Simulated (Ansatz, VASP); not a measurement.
One calculation of Bi, two programs

File INCAR:

```
SYSTEM = Bi
  PREC = Accurate
  ENCUT = 600
  EDIFF = 1E-6
  ISMEAR = -1
  SIGMA = 0.05
  LREAL = .False.
  LASPH = .True.
  NELM = 60
  ALGO = Normal
  ISIF = 3
  LWAVE = .False.
  LCHARG = .False.
  IBRION = 2
  NSW = 80
  EDIFFG = -0.005
```

KPOINTS

```
Automatic mesh
0
Gamma
  9 9 9
  0 0 0
```

File POSCAR:

```
Bi
1.0
   -1.9814305318      1.9814305318      1.9814305318
    1.9814305318     -1.9814305318      1.9814305318
    1.9814305318      1.9814305318     -1.9814305318
Bi
1
Direct
    0.0000000000      0.0000000000      0.0000000000
```

File input.yaml:

```yaml
crystal:
  lattice:
    - [-1.9814305318, 1.9814305318, 1.9814305318]
    - [1.9814305318, -1.9814305318, 1.9814305318]
    - [1.9814305318, 1.9814305318, -1.9814305318]
  atoms:
    - { symbol: Bi, position: [0.0, 0.0, 0.0] }
kpoints:
  mp_grid: { grid: [9, 9, 9] }
scf:
  occupations: { method: fermi_dirac, width: 0.05 }
hamiltonian:
  xc: lda
  pseudopotentials: { kind: all_electron, lapw: { basis_error: 0.001 } }
output:
  forces: true
  stress: true
relax:
  f_tol: 0.005
  max_steps: 60
  cell: {}
```

Alike in both runs: task relaxation of cell and atoms; functional LDA; k mesh 9 × 9 × 9; occupations fermi-dirac, width 0.05 eV; no spin polarisation.

|  | VASP | Ansatz |
| --- | --- | --- |
| version | VASP 6.6.1 | Ansatz 0.2.0 |
| potentials or method | VASP PAW LDA potentials, release 64 (Bi_d), cutoff 600 eV | all-electron LAPW, scalar-relativistic |

```csv
,VASP,Ansatz,Ansatz less VASP
relaxed volume (Å³/atom),29.42,29.36,-0.059
relaxed cell length with the largest relative difference (Å),3.368,3.366,-0.0022
```

LDA's correlation is that of Perdew and Zunger in VASP and of Perdew and Wang (1992) in Ansatz. Ansatz ran all-electron here, and VASP with PAW potentials.

Neither program's run includes spin-orbit coupling.
